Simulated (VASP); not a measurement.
**SnSe: single point with r2SCAN**

SnSe:

```xyz
2
Lattice="0.0000 3.0100 3.0100 3.0100 0.0000 3.0100 3.0100 3.0100 0.0000" Properties=species:S:1:pos:R:3 pbc="T T T"
Sn    0.0000    0.0000    0.0000
Se    3.0100    3.0100    3.0100
```

| Property | Result |
| --- | --- |
| Program | VASP 6.6.1 |
| Task | single point |
| Functional | r2SCAN |
| Potentials or basis | VASP PAW PBE potentials, release 64 (Sn_d, Se) |
| Cutoff | 520 eV |
| k mesh | 8 × 8 × 8 |
| Occupations | fermi-dirac, width 0.05 eV |
| Spin | no spin polarisation |

The pressure is -0.1 GPa. The band gap on the k mesh is 0.45 eV, direct.

Levels at points of the mesh, in eV from the valence-band top:
| k point | band 6 | band 7 | band 8 | band 9 | band 10 | band 11 | band 12 | band 13 | band 14 | band 15 |
| --- | --- | --- | --- | --- | --- | --- | --- | --- | --- | --- |
| (0.00, 0.00, 0.00) | -14.73 | -5.26 | -2.64 | -2.64 | -2.64 | 4.36 | 4.36 | 4.36 | 6.04 | 6.04 |
| (0.50, 0.00, 0.00) | -13.75 | -8.57 | -2.37 | -2.37 | 0.00 | 0.45 | 1.13 | 1.13 | 8.57 | 10.40 |
| (0.50, 0.50, 0.00) | -13.45 | -6.36 | -5.95 | -4.10 | -4.10 | 3.11 | 5.46 | 5.46 | 6.15 | 10.61 |

Run time: 80 s on 1 thread of AMD EPYC 7R43 64-Core Processor (Zen 3) (shared host), peak memory 0.15 GiB.

Caveat: the PAW data sets were made with another functional, which shifts forces and pressure a little; spin-orbit coupling is left out, which moves the levels of the heavy elements. A k mesh can miss the band edges.
